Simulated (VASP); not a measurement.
Here is a VASP 6.6.1 calculation.

Contents of INCAR:

```
SYSTEM = TiAl
PREC = Accurate ; ENCUT = 520
EDIFF = 1E-7 ; ISMEAR = 0
SIGMA = 0.15 ; LREAL = .False.
LASPH = .True. ; NELM = 80
ALGO = Fast ; ISIF = 2
LWAVE = .False. ; LCHARG = .False.
GGA = PE ; NBANDS = 14
```

The input KPOINTS:

```
Automatic mesh
0
Gamma
  18 18 10
  0 0 0
```

POSCAR

```
TiAl
1.0
    2.8571984850      0.0000000000      0.0000000000
   -1.4285992425      2.4744064717      0.0000000000
    0.0000000000      0.0000000000      4.6099997294
Ti Al
1 1
Direct
    0.0000000000      0.0000000000      0.0150359751
    0.3333333333      0.6666666667      0.4733252045
```

Potentials or basis: VASP PAW PBE potentials, release 64 (Ti_sv, Al).

Launch:

```console
$ cat potpaw_PBE.64/Ti_sv/POTCAR potpaw_PBE.64/Al/POTCAR > POTCAR
$ mpirun -np 1 vasp_std > vasp.out
```

Problem. Estimate the largest force.

Solution. 1.535 eV/Å.

Problem. What does it give for the band gap on the k mesh?

Solution. Zero (an odd number of electrons rules out a gap without spin polarisation).

Problem. Predict the pressure.

Solution. 4.6 GPa.

Stress tensor (GPa, compression positive):
```
3.84 0.00 0.00
0.00 3.84 0.00
0.00 0.00 6.17
```

Caveat: the cell differs from its parent crystal (atoms displaced along a vibrational mode, the cell strained); the cell stands under pressure; forces of over 1 eV/Å act on the atoms, so gaps and moduli don't describe the material at rest.
